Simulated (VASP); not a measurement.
MgO:

```
Mg O
1.0
     0.00000    2.30604    2.30604
     2.30604    0.00000    2.30604
     2.30604    2.30604    0.00000
Mg O
1 1
Direct
  0.00000 0.00000 0.00000
  0.25000 0.25000 0.25000
```

```yaml
Program: VASP 6.6.1
Task: relaxation of cell and atoms
Functional: LDA
Potentials_or_basis: VASP PAW LDA potentials, release 64 (Mg_sv, O)
Cutoff: 750 eV
k_mesh: 8 × 8 × 8
Occupations: fermi-dirac, width 0.02 eV
Spin: no spin polarisation
```

At the start: pressure -7.1 GPa; volume 12.26 Å³/atom.

Task: How do energy, volume and symmetry change on relaxing?

Result: Over 3 steps the energy falls by 16.7 meV/atom and the volume is 11.55 Å³/atom (-5.8 %); space group F-43m (No. 216, to 0.1 Å) before and after.

Step by step:
| step | energy change (eV) | largest force (eV/Å) | pressure (GPa) | volume (Å³) |
| --- | --- | --- | --- | --- |
| 1 | 0.0000 | 0.0000 | -7.11 | 24.53 |
| 2 | -0.0297 | 0.0000 | 2.74 | 22.64 |
| 3 | -0.0335 | 0.0000 | 0.01 | 23.09 |

Final structure:
```yaml
crystal:
  lattice:
    - [0.00000, 2.26017, 2.26017]
    - [2.26017, 0.00000, 2.26017]
    - [2.26017, 2.26017, 0.00000]
  atoms:
    - { symbol: Mg, position: [0.00000, 0.00000, 0.00000] }
    - { symbol: O, position: [0.25000, 0.25000, 0.25000] }
```
